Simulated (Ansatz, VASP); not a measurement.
# TaN: VASP beside Ansatz

```
Ta N
1.0
     0.00000    2.19648    2.19648
     2.19648    0.00000    2.19648
     2.19648    2.19648    0.00000
Ta N
1 1
Cartesian
  2.1965 2.1965 2.1965
  0.0000 0.0000 0.0000
```

Alike in both runs: task single point; functional BLYP; dispersion D3(BJ); k mesh 10 × 10 × 10; occupations fermi-dirac, width 0.05 eV; no spin polarisation.

|  | VASP | Ansatz |
| --- | --- | --- |
| version | VASP 6.6.1 | Ansatz 0.2.0 |
| potentials or method | VASP PAW PBE potentials, release 64 (Ta_sv_GW, N) | Ansatz PAW |
| plane-wave cutoff (eV) | 700 | 420 |
| valence electrons in the cell | 18 | 18 |

VASP gave:

- gap on the k mesh at the Fermi level (eV): none
- pressure (GPa): 0.7

Q: What did Ansatz give for the same quantities?

A: gap on the k mesh at the Fermi level (eV): none; pressure (GPa): -0.1.

VASP's potentials were made for PBE, not for BLYP. A gap of «none» marks a metal or a gap that the smearing closes.

Neither program's run includes spin-orbit coupling.
